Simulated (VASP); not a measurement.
Input of a VASP 6.6.1 run:

INCAR

```
SYSTEM = CuO
PREC = Accurate
ENCUT = 520
EDIFF = 1E-6
ISMEAR = -1
SIGMA = 0.05
LREAL = .FALSE.
LASPH = .TRUE.
NELM = 100
ALGO = Normal
ISIF = 2
LWAVE = .FALSE.
LCHARG = .FALSE.
GGA = CA
NBANDS = 25
```

KPOINTS

```
Automatic mesh
0
G
  10 10 5
  0 0 0
```

Contents of POSCAR:

```
CuO
1.0
    2.0148918218     -2.0164408711      0.1559928288
    2.0148918218      2.0164408711      0.1559928288
   -0.3944411281      0.0000000000      5.0298698380
Cu O
2 2
Direct
    0.5000000000      0.0000000000      0.5000000000
    0.0000000000      0.5000000000      0.0000000000
    0.4996049789      0.5003950211      0.7500000000
    0.5003950211      0.4996049789      0.2500000000
```

Potentials or basis: VASP PAW LDA potentials, release 64 (Cu, O).

Command:

```bash
$ cat potpaw_LDA.64/Cu/POTCAR potpaw_LDA.64/O/POTCAR > POTCAR
$ mpirun -np 1 vasp_std > vasp.out
```

(1) Estimate the band gap on the k mesh.

(2) What does it give for the pressure?

Answers

(1) zero (bands 17 and 18 overlap by 1.01 eV).

(2) 0.8 GPa.

Caveat: semilocal functionals often make such compounds metallic where correlation or magnetic order opens a gap, which also shifts bond lengths.
